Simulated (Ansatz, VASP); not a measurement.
**One calculation of CsH, two programs**

```xyz
2
Lattice="3.6386 0.0000 0.0000 0.0000 3.6386 0.0000 0.0000 0.0000 3.6386" Properties=species:S:1:pos:R:3 pbc="T T T"
Cs    0.0000    0.0000    0.0000
H     1.8193    1.8193    1.8193
```

Alike in both runs: task single point; functional LDA; k mesh 8 × 8 × 8; occupations gaussian, width 0.01 eV; no spin polarisation.

|  | VASP | Ansatz |
| --- | --- | --- |
| version | VASP 6.6.1 | Ansatz 0.2.0 |
| potentials or method | VASP PAW LDA potentials, release 64 (Cs_sv, H), cutoff 520 eV | scalar-relativistic, plane waves, PAW |
| valence electrons in the cell | 10 | 10 |

Ansatz gave:

```
gap on the k mesh at the Fermi level (eV) : 2.42
least direct gap on the mesh (eV)         : 2.42
```

What did VASP give for the same quantities?

gap on the k mesh at the Fermi level (eV): 2.35; least direct gap on the mesh (eV): 2.35.

LDA's correlation is that of Perdew and Zunger in VASP and of Perdew and Wang (1992) in Ansatz.

Neither program's run includes spin-orbit coupling.
